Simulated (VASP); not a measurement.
**LaRe: single point with r2SCAN**

Crystal: LaRe.

```
La Re
1.0
     3.54936    0.00000    0.00000
     0.00000    3.54936    0.00000
     0.00000    0.00000    3.54936
La Re
1 1
Cartesian
  0.0000 0.0000 0.0000
  1.7747 1.7747 1.7747
```

```
Program             : VASP 6.6.1
Task                : single point
Functional          : r2SCAN
Potentials or basis : VASP PAW PBE potentials, release 64 (La, Re)
Cutoff              : 520 eV
k mesh              : 10 × 10 × 10
Occupations         : gaussian, width 0.05 eV
Spin                : no spin polarisation
```

| Item | Value |
| --- | --- |
| Pressure | 1.8 GPa |
| Band gap on the k mesh | zero (bands 9 and 10 overlap by 2.36 eV) |

Levels at points of the mesh, in eV from the Fermi level:
| k point | band 5 | band 6 | band 7 | band 8 | band 9 | band 10 | band 11 | band 12 | band 13 | band 14 |
| --- | --- | --- | --- | --- | --- | --- | --- | --- | --- | --- |
| (0.00, 0.00, 0.00) | -5.16 | -3.31 | -3.31 | -0.12 | -0.12 | -0.12 | 3.97 | 3.97 | 3.97 | 4.06 |
| (0.50, 0.00, 0.00) | -2.05 | -1.57 | -0.98 | -0.09 | -0.09 | 0.17 | 0.88 | 1.73 | 2.87 | 2.87 |
| (0.50, 0.50, 0.00) | -4.43 | -2.46 | -1.66 | -1.66 | 1.75 | 1.87 | 2.82 | 2.82 | 4.03 | 4.09 |
| (0.50, 0.50, 0.50) | -1.03 | -1.03 | -1.03 | -0.06 | -0.06 | -0.06 | 1.65 | 1.97 | 1.97 | 4.17 |

Run time: 4.3 min on 1 thread of AMD EPYC 7R43 64-Core Processor (Zen 3) (shared host), peak memory 0.18 GiB.

Caveat: the PAW data sets were made with another functional, which shifts forces and pressure a little; spin-orbit coupling is left out, which moves the levels of the heavy elements.
